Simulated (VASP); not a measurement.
Input of a VASP 6.6.1 run:

The input INCAR:

```
SYSTEM = CoO
  PREC = Accurate
  ENCUT = 520
  EDIFF = 1E-8
  ISMEAR = -1
  SIGMA = 0.05
  LREAL = .False.
  LASPH = .True.
  NELM = 150
  ALGO = Normal
  ISIF = 2
  LWAVE = .False.
  LCHARG = .False.
  ISPIN = 2
  MAGMOM = 2 0
  LORBIT = 11
  LMAXMIX = 4
  GGA = PE
  LEFG = .True.
  NBANDS = 18
```

The input KPOINTS:

```
Automatic mesh
0
Gamma
  16 16 16
  0 0 0
```

POSCAR

```
CoO
1.0
    0.0000000000      2.1315000000      2.1528150000
    2.1315000000      0.0000000000      2.1528150000
    2.1315000000      2.1315000000      0.0000000000
Co O
1 1
Direct
    0.0000000000      0.0000000000      0.0000000000
    0.5000000000      0.5000000000      0.5000000000
```

Potentials or basis: VASP PAW PBE potentials, release 64 (Co, O).

Launch:

```bash
$ cat potpaw_PBE.64/Co/POTCAR potpaw_PBE.64/O/POTCAR > POTCAR
$ mpirun -np 1 vasp_std > vasp.out
```

What does it give for the site moments?

Co +2.57; O +0.30 μB.

Estimate the pressure.

-3.9 GPa.

Electric field gradients, principal values (V/Å²):
```tsv
atom	least	middle	greatest (by size)
1 Co	3.177	3.181	-6.358
2 O	0.797	0.802	-1.599
```

Caveat: the cell differs from its parent crystal (zz strain of +1 %); the cell stands under tension; without QUAD_EFG the Cq values of the log hold for a quadrupole moment of 1 mb, not for the nuclei; a cell with one magnetic atom can't hold antiferromagnetic order, which such compounds often take.
